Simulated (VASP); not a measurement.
Here is a VASP 6.6.1 calculation.

File INCAR:

```
  ALGO = Normal
  EDIFF = 1E-6
  ENCUT = 600
  GGA = PE
  GGA_COMPAT = False
  ISIF = 2
  ISMEAR = -1
  LASPH = True
  LCHARG = True
  LELF = True
  LREAL = False
  LVHAR = True
  LWAVE = False
  NBANDS = 9
  NELM = 120
  PREC = Accurate
  SIGMA = 0.025851999786435532
```

KPOINTS

```
k-points
0
Gamma
  8 8 8
```

POSCAR

```
MgH2
1.0
    0.0000000000      2.3810671667      2.3810671667
    2.3810671667      0.0000000000      2.3810671667
    2.3810671667      2.3810671667      0.0000000000
Mg H
1 2
Direct
    0.0000000000      0.0000000000      0.0000000000
    0.7500000000      0.7500000000      0.7500000000
    0.2500000000      0.2500000000      0.2500000000
```

Potentials or basis: VASP PAW PBE potentials, release 64 (Mg, H).

The run is started by

```bash
$ cat potpaw_PBE.64/Mg/POTCAR potpaw_PBE.64/H/POTCAR > POTCAR
$ mpirun -np 1 vasp_std > vasp.out
```

**Question.** What does it give for the band gap on the k mesh?

**Answer.** Zero (band 2 reaches 3.84 eV, above the bottom of band 3 at 2.58 eV).

**Question.** Estimate the pressure.

**Answer.** -0.6 GPa.
